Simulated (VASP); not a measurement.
# Te (Fd-3m) in VASP: a series of runs

The runs below take Te through single point, relaxation of cell and atoms, with PBEsol.

All numbers are computed with VASP 6.6.1; they aren't measurements. Logs are shortened: lines on timing, memory, paths and dates and some standing lists are left out, and cuts for length are marked.

### Step 1. The cell of the first run

Symmetry: Fd-3m, No. 227, cubic system. The conventional cell has a = 7.054 Å, b = 7.054 Å, c = 7.054 Å, α = 90.00°, β = 90.00°, γ = 90.00°. Within 4.0 Å of Te (site symmetry -43m) lie 4 Te at 3.05 Å.

This isn't the form of Te at room conditions, which is trigonal, of chains.

### Step 2. Single point, PBEsol

Contents of INCAR:

```
PREC = Accurate
ENCUT = 500
EDIFF = 1E-6
ISMEAR = -1
SIGMA = 0.02
LREAL = False
LASPH = True
NELM = 120
ALGO = Normal
ISIF = 2
LWAVE = False
LCHARG = True
GGA = PS
LELF = True
LVHAR = True
NBANDS = 13
GGA_COMPAT = False
```

Contents of KPOINTS:

```
regular mesh
0
Gamma
  7 7 7
```

Contents of POSCAR:

```
Te
1.0
    0.0000000000      3.5269040256      3.5269040256
    3.5269040256      0.0000000000      3.5269040256
    3.5269040256      3.5269040256      0.0000000000
Te
2
Direct
    1.0000000000      1.0000000000      1.0000000000
    0.2500000000      0.2500000000      0.2500000000
```

Potentials or basis: VASP PAW PBE potentials, release 64 (Te).

Command:

```sh
$ cat potpaw_PBE.64/Te/POTCAR > POTCAR
$ mpirun -np 1 vasp_std > vasp.out
```

OUTCAR:

```text
PREC = Accurate
   ENCUT = 500
   EDIFF = 1E-6
   ISMEAR = -1
   LREAL = False
   LASPH = True
   NELM = 120
   ISIF = 2
   GGA = PS

 ion  position               nearest neighbor table
   1  0.000  0.000  0.000-   2 3.05   2 3.05   2 3.05   2 3.05
   2  0.250  0.250  0.250-   1 3.05   1 3.05   1 3.05   1 3.05

  LATTYP: Found a face centered cubic cell.
 ALAT       =     7.0538080512

  Lattice vectors:

 A1 = (   0.0000000000,   3.5269040256,   3.5269040256)
 A2 = (   3.5269040256,   0.0000000000,   3.5269040256)
 A3 = (   3.5269040256,   3.5269040256,   0.0000000000)

Analysis of symmetry for initial positions (statically):
=====================================================================
 Subroutine PRICEL returns:
 Original cell was already a primitive cell.

 Routine SETGRP: Setting up the symmetry group for a
 face centered cubic supercell.

 Subroutine GETGRP returns: Found 48 space group operations
 (whereof 24 operations were pure point group operations)
 out of a pool of 48 trial point group operations.

The static configuration has the point symmetry T_d .
 The point group associated with its full space group is O_h .

Analysis of symmetry for dynamics (positions and initial velocities):
=====================================================================
 Subroutine PRICEL returns:
 Original cell was already a primitive cell.

 Routine SETGRP: Setting up the symmetry group for a
 face centered cubic supercell.

 Subroutine GETGRP returns: Found 48 space group operations
 (whereof 24 operations were pure point group operations)
 out of a pool of 48 trial point group operations.

The dynamic configuration has the point symmetry T_d .
 The point group associated with its full space group is O_h .

 Subroutine INISYM returns: Found 48 space group operations
 (whereof 24 operations are pure point group operations),
 and found     1 'primitive' translations

----------------------------------------------------------------------------------------

                                     Primitive cell

  volume of cell :      87.7427

  direct lattice vectors                    reciprocal lattice vectors
     0.000000000  3.526904026  3.526904026    -0.141767396  0.141767396  0.141767396
     3.526904026  0.000000000  3.526904026     0.141767396 -0.141767396  0.141767396
     3.526904026  3.526904026  0.000000000     0.141767396  0.141767396 -0.141767396

  length of vectors
     4.987795506  4.987795506  4.987795506     0.245548333  0.245548333  0.245548333

  position of ions in fractional coordinates (direct lattice)
     0.000000000  0.000000000  0.000000000
     0.250000000  0.250000000  0.250000000

  ion indices of the primitive-cell ions
   primitive index   ion index
                 1           1
                 2           2

----------------------------------------------------------------------------------------

 KPOINTS: regular mesh

Automatic generation of k-mesh.
 Grid dimensions read from file:
 generate k-points for:    7    7    7

 Generating k-lattice:

  Cartesian coordinates                     Fractional coordinates (reciprocal lattice)
    -0.020252485  0.020252485  0.020252485     0.142857143  0.000000000  0.000000000
     0.020252485 -0.020252485  0.020252485     0.000000000  0.142857143  0.000000000
     0.020252485  0.020252485 -0.020252485     0.000000000  0.000000000  0.142857143

  Length of vectors
     0.035078333  0.035078333  0.035078333

  Shift w.r.t. Gamma in fractional coordinates (k-lattice)
     0.000000000  0.000000000  0.000000000

 Subroutine IBZKPT returns following result:
 ===========================================

 Found     20 irreducible k-points:

 Following reciprocal coordinates:
            Coordinates               Weight
  0.000000  0.000000  0.000000      1.000000
  0.142857  0.000000  0.000000      8.000000
  0.285714  0.000000  0.000000      8.000000
  0.428571  0.000000  0.000000      8.000000
  0.142857  0.142857  0.000000      6.000000
  0.285714  0.142857  0.000000     24.000000
[... 12 lines left out ...]
 -0.428571  0.428571  0.142857     24.000000
 -0.285714  0.428571  0.142857     24.000000
   k-points           NKPTS =     20   k-points in BZ     NKDIM =     20   number of bands    NBANDS=     13
   number of dos      NEDOS =    301   number of ions     NIONS =      2
   total plane-waves  NPLWV =  46656
   dimension x,y,z NGX =    36 NGY =   36 NGZ =   36
   dimension x,y,z NGXF=    72 NGYF=   72 NGZF=   72
   ions per type =               2
   NGX,Y,Z   is equivalent  to a cutoff of  12.00, 12.00, 12.00 a.u.
   NGXF,Y,Z  is equivalent  to a cutoff of  24.00, 24.00, 24.00 a.u.
 SYSTEM =  unknown system
   PREC   = accura    normal or accurate (medium, high low for compatibility)
   ISTART =      0    job   : 0-new  1-cont  2-samecut
   ICHARG =      2    charge: 1-file 2-atom 10-const
   ISPIN  =      1    spin polarized calculation?
   LNONCOLLINEAR =      F non collinear calculations
   LSORBIT =      F    spin-orbit coupling
   LASPH  =      T    aspherical Exc in radial PAW
   ENCUT  =  500.0 eV  36.75 Ry    6.06 a.u.   9.09  9.09  9.09*2*pi/ulx,y,z
   NELM   =    120;   NELMIN=  2; NELMDL= -5     # of ELM steps
   EDIFF  = 0.1E-05   stopping-criterion for ELM
   LREAL  =      F    real-space projection
   EDIFFG = 0.1E-04   stopping-criterion for IOM
   NSW    =      0    number of steps for IOM
   IBRION =     -1    ionic relax: 0-MD 1-quasi-New 2-CG
   NFREE  =      0    steps in history (QN), initial steepest desc. (CG)
   ISIF   =      2    stress and relaxation
   ISYM   =      2    0-nonsym 1-usesym 2-fastsym
   POTIM  = 0.5000    time-step for ionic-motion
   TEBEG  =    0.0;   TEEND  =   0.0 temperature during run
   PSTRESS=    0.0 pullay stress
   NELECT =      12.0000    total number of electrons
   NUPDOWN=      -1.0000    fix difference up-down
   EMIN   =  10.00;   EMAX   =-10.00  energy-range for DOS
   EFERMI =   0.00;   METHOD = LEGACY
   ISMEAR =    -1;   SIGMA  =   0.02  broadening in eV -4-tet -1-fermi 0-gaus
   EFERMI_NEDOS =   21; number of points for ismear=-14 and -15
   IALGO  =     38    algorithm
   IMIX   =      4    mixing-type and parameters
     AMIX     =   0.40;   BMIX     =  1.00
     AMIX_MAG =   1.60;   BMIX_MAG =  1.00
  volume/ion in A,a.u.               =      43.87       296.06
  Fermi-wavevector in a.u.,A,eV,Ry     =   0.843461  1.593910  9.679542  0.711426
  Thomas-Fermi vector in A             =   1.958332
   LORBIT       =      0    0 simple, 1 ext, 2 COOP (PROOUT), +10 PAW based schemes
   GGA     = PS    functional components
   LHFCALC =     F    Hartree Fock is set to
   AEXX    =    0.0000 exact exchange contribution
   IVDW    =     0    specifies the selected vdW correction
   LEPSILON=     F    determine dielectric tensor
   LRPA    =     F    only Hartree local field effects (RPA)
 non-spin polarized calculation
  energy-cutoff  :      500.00
  volume of cell :       87.74
 maximum number of plane-waves:      2243
   NGX = 19   NGY = 19   NGZ = 19

 number of electron      11.9999998 magnetization

 Free energy of the ion-electron system (eV)
  ---------------------------------------------------
  ext. energy  EPLUGINS =         0.00000000
  ---------------------------------------------------
  free energy    TOTEN  =        -6.05208902 eV

  energy without entropy =       -6.04946765  energy(sigma->0) =       -6.05077833

 E-fermi :   3.6671     XC(G=0):  -7.9444

 val. band max:        3.6511070585   @ k =  -0.2857   0.1429   0.0000
 cond. band min:       3.7341817193   @ k =  -0.2857   0.2857   0.0000
 fundamental gap:      0.0830746607
 Fermi energy:         3.6670911487

 k-point     1 :       0.0000    0.0000    0.0000
  band No.  band energies     occupation
      1      -9.6094      2.00000
      2      -4.9513      2.00000
      3       0.5039      2.00000
      4       0.5039      2.00000
      5       0.5039      2.00000
      6       2.8913      2.00000
      7       2.8913      2.00000
      8       2.8913      2.00000
      9       7.1151      0.00000
     10       9.5175      0.00000
     11       9.5175      0.00000
     12      10.9778      0.00000
     13      10.9778      0.00000

 k-point     2 :       0.1429    0.0000    0.0000
  band No.  band energies     occupation
      1      -9.4932      2.00000
      2      -5.2685      2.00000
      3       0.3504      2.00000
      4       0.3504      2.00000
      5       0.4542      2.00000
      6       3.1275      2.00000
      7       3.1275      2.00000
      8       3.1637      2.00000
      9       7.6477      0.00000
     10       9.1444      0.00000
     11       9.1444      0.00000
     12      10.6020      0.00000
     13      11.8852      0.00000

 k-point     3 :       0.2857    0.0000    0.0000
  band No.  band energies     occupation
      1      -9.1769      2.00000
      2      -5.9794      2.00000
      3       0.0782      2.00000
      4       0.0782      2.00000
      5       0.2497      2.00000
      6       3.5615      1.98987
      7       3.5615      1.98987
      8       4.0615      0.00000
      9       8.4706      0.00000
     10       9.0526      0.00000
     11       9.0526      0.00000
     12      10.4585      0.00000
     13      12.8588      0.00000

 k-point     4 :       0.4286    0.0000    0.0000
  band No.  band energies     occupation
      1      -8.8175      2.00000
      2      -6.6139      2.00000
      3      -0.0970      2.00000
      4      -0.0970      2.00000
      5       0.0651      2.00000
      6       3.8309      0.00056
      7       3.8309      0.00056
      8       5.1307      0.00000
      9       8.7497      0.00000
     10       9.6016      0.00000
     11       9.6472      0.00000
     12       9.6472      0.00000
     13      11.5892      0.00000

 k-point     5 :       0.1429    0.1429    0.0000
  band No.  band energies     occupation
      1      -9.4525      2.00000
      2      -5.3676      2.00000
      3       0.1353      2.00000
      4       0.1353      2.00000
      5       0.8893      2.00000
      6       2.6153      2.00000
      7       3.4683      1.99990
      8       3.4683      1.99990
      9       7.8424      0.00000
     10       8.4505      0.00000
     11       9.7303      0.00000
     12      11.3885      0.00000
     13      11.3885      0.00000
[... 193 lines left out ...]
 k-point    18 :      -0.4286    0.2857    0.1429
  band No.  band energies     occupation
      1      -8.4981      2.00000
      2      -7.0420      2.00000
      3      -1.0238      2.00000
      4      -0.4756      2.00000
      5       1.5925      2.00000
      6       3.3154      2.00000
      7       4.6196      0.00000
      8       4.9147      0.00000
      9       8.2549      0.00000
     10       8.8471      0.00000
     11      10.2012      0.00000
     12      11.1453      0.00000
     13      12.3171      0.00000

 k-point    19 :      -0.4286    0.4286    0.1429
  band No.  band energies     occupation
      1      -8.2178      2.00000
      2      -7.3847      2.00000
      3      -0.9454      2.00000
      4      -0.7852      2.00000
      5       2.1238      2.00000
      6       2.5027      2.00000
      7       5.0821      0.00000
      8       5.2621      0.00000
      9       8.4227      0.00000
     10       8.6591      0.00000
     11      10.8121      0.00000
     12      11.4970      0.00000
     13      12.5523      0.00000

 k-point    20 :      -0.2857    0.4286    0.1429
  band No.  band energies     occupation
      1      -8.0905      2.00000
      2      -7.5273      2.00000
      3      -1.1164      2.00000
      4      -0.7474      2.00000
      5       2.1172      2.00000
      6       3.0878      2.00000
      7       4.9331      0.00000
      8       4.9508      0.00000
      9       8.0246      0.00000
     10       8.9495      0.00000
     11      10.3360      0.00000
     12      11.7948      0.00000
     13      13.2086      0.00000

------------------------ aborting loop because EDIFF is reached ----------------------------------------

  FORCE on cell =-STRESS in cart. coord.  units (eV):
  Direction    XX          YY          ZZ          XY          YZ          ZX
  --------------------------------------------------------------------------------------
  -------------------------------------------------------------------------------------
  Total        0.0200301      0.0200301      0.0200301     -0.0000000     -0.0000000     -0.0000000
  in kB        0.3657492      0.3657492      0.3657492     -0.0000000     -0.0000000     -0.0000000
  external PRESSURE =       0.3657492 kB  Pullay stress =       0.0000000 kB

 VOLUME and BASIS-vectors are now :
 -----------------------------------------------------------------------------
  energy-cutoff  :      500.00
  volume of cell :       87.74
      direct lattice vectors                 reciprocal lattice vectors
     0.000000000  3.526904026  3.526904026    -0.141767396  0.141767396  0.141767396
     3.526904026  0.000000000  3.526904026     0.141767396 -0.141767396  0.141767396
     3.526904026  3.526904026  0.000000000     0.141767396  0.141767396 -0.141767396

 POSITION                                       TOTAL-FORCE (eV/Angst)
 -----------------------------------------------------------------------------------
      0.00000      0.00000      0.00000        -0.000000     -0.000000     -0.000000
      1.76345      1.76345      1.76345         0.000000      0.000000      0.000000
 -----------------------------------------------------------------------------------
    total drift:                                0.000000      0.000000      0.000000

  FREE ENERGIE OF THE ION-ELECTRON SYSTEM (eV)
  ---------------------------------------------------
  free  energy   TOTEN  =        -6.0520890152 eV

  energy  without entropy=       -6.0494676451  energy(sigma->0) =       -6.05077833
```

Wall time 7.4 s (1 thread of Intel Xeon 6975P-C (Granite Rapids), shared host); peak memory 0.2 GiB.

Results:

```yaml
Free_energy: -6.0521 eV
Pressure: 0.0 GPa
Band_gap_on_the_k_mesh: zero (bands 6 and 7 overlap by 0.94 eV)
```

Levels at points of the mesh, in eV from the Fermi level:
| k point | band 2 | band 3 | band 4 | band 5 | band 6 | band 7 | band 8 | band 9 | band 10 | band 11 |
| --- | --- | --- | --- | --- | --- | --- | --- | --- | --- | --- |
| (0.00, 0.00, 0.00) | -8.62 | -3.16 | -3.16 | -3.16 | -0.78 | -0.78 | -0.78 | 3.45 | 5.85 | 5.85 |

Caveat: the PAW data sets were made with another functional, which shifts forces and pressure a little; spin-orbit coupling is left out, which moves the levels of the heavy elements.

### Step 3. Relaxation of cell and atoms, PBEsol

This run uses another cell than the first one, of 33.86 Å³/atom.

Contents of INCAR:

```
SYSTEM = Te
  PREC = Accurate
  ENCUT = 500
  EDIFF = 1E-7
  ISMEAR = -1
  SIGMA = 0.02
  LREAL = .FALSE.
  LASPH = .TRUE.
  NELM = 120
  ALGO = Normal
  ISIF = 3
  LWAVE = .FALSE.
  LCHARG = .FALSE.
  GGA = PS
  IBRION = 2
  NSW = 80
  EDIFFG = -0.02
  GGA_COMPAT = .FALSE.
  NELMIN = 4
```

Contents of KPOINTS:

```
regular mesh
0
G
  7 7 7
  0 0 0
```

Contents of POSCAR:

```
Te
1.0
    0.0000000000      3.2350000000      3.2350000000
    3.2350000000      0.0000000000      3.2350000000
    3.2350000000      3.2350000000      0.0000000000
Te
2
Direct
    1.0000000000      1.0000000000      1.0000000000
    0.2500000000      0.2500000000      0.2500000000
```

Potentials or basis: VASP PAW PBE potentials, release 64 (Te).

Command:

```sh
$ cat potpaw_PBE.64/Te/POTCAR > POTCAR
$ mpirun -np 1 vasp_std > vasp.out
```

Run time: 21 s. Hardware: 1 thread of Intel Xeon 6975P-C (Granite Rapids), shared host; peak memory 0.21 GiB.

Results (log left out):

```yaml
Free_energy: -6.0516 eV
Relaxed_volume: 43.84 Å³/atom
Relaxed_cell: a = 4.987 Å, b = 4.987 Å, c = 4.987 Å, α = 60.00°, β = 60.00°, γ = 60.00°
Space_group_after_relaxing_to_0.1_Å: Fd-3m (No. 227)
Energy_gained_by_relaxing: 356.5 meV/atom
Ionic_steps: 3
Pressure_after_relaxing: 0.0 GPa
Band_gap_on_the_k_mesh: zero (bands 6 and 7 overlap by 0.94 eV)
```

The path:
| step | energy change (eV) | largest force (eV/Å) | pressure (GPa) | volume (Å³) |
| --- | --- | --- | --- | --- |
| 1 | 0.0000 | 0.0000 | 14.31 | 67.71 |
| 2 | -0.5499 | 0.0000 | -3.23 | 101.88 |
| 3 | -0.7129 | 0.0000 | 0.05 | 87.69 |

Final structure:
```
Te
1.0
     0.00000    3.52615    3.52615
     3.52615    0.00000    3.52615
     3.52615    3.52615    0.00000
Te
2
Direct
  0.00000 0.00000 0.00000
  0.25000 0.25000 0.25000
```

Levels at points of the mesh, in eV from the Fermi level:
| k point | band 2 | band 3 | band 4 | band 5 | band 6 | band 7 | band 8 | band 9 | band 10 |
| --- | --- | --- | --- | --- | --- | --- | --- | --- | --- |
| (0.00, 0.00, 0.00) | -8.62 | -3.17 | -3.17 | -3.17 | -0.78 | -0.78 | -0.78 | 3.45 | 5.85 |

Caveat: the volume moved by over 15 % at a fixed basis, so the end points are rough; the PAW data sets were made with another functional, which shifts forces and pressure a little; spin-orbit coupling is left out, which moves the levels of the heavy elements.
